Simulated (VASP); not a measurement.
# Li: elastic constants with PBEsol

Li:

```xyz
1
Lattice="-1.7547 1.7547 1.7547 1.7547 -1.7547 1.7547 1.7547 1.7547 -1.7547" Properties=species:S:1:pos:R:3 pbc="T T T"
Li    0.0000    0.0000    0.0000
```

| Property | Result |
| --- | --- |
| Program | VASP 6.6.1 |
| Task | elastic constants |
| Functional | PBEsol |
| Potentials or basis | VASP PAW PBE potentials, release 64 (Li_sv) |
| Cutoff | 600 eV |
| k mesh | 8 × 8 × 8 |
| Occupations | fermi-dirac, width 0.05 eV |
| Spin | no spin polarisation |
| Dipole correction | no |
| Ions in elastic constants | relaxed |
| Further INCAR settings | ALGO = Normal; EDIFF = 1e-08; IBRION = 6; POTIM = 0.015; NSW = 1; ISIF = 3 |

```yaml
Elastic_constants_C11_C12_C44: 6, 14, -8 GPa
Voigt_bulk_modulus: 11 GPa
```

Elastic tensor in Voigt notation (GPa, in the Cartesian axes of the cell as first typed):
```
 6 14 14  0  0  0
14  6 14  0  0  0
14 14  6  0  0  0
 0  0  0 -8  0  0
 0  0  0  0 -8  0
 0  0  0  0  0 -8
```

Clamped-ion elastic tensor (GPa):
```
 6 14 14  0  0  0
14  6 14  0  0  0
14 14  6  0  0  0
 0  0  0 -8  0  0
 0  0  0  0 -8  0
 0  0  0  0  0 -8
```

It took 53 s on 1 thread of Intel Xeon 6975P-C, on a shared host, peak memory 0.16 GiB.

Caveat: the cutoff is under 1.25 times the usual one of these potentials, so pressure, stress and relaxed cells hold a basis-set (Pulay) error; the elastic tensor has a negative eigenvalue, so either the cell is unstable as it stands or the mesh is too thin; the PAW data sets were made with another functional, which shifts forces and pressure a little.
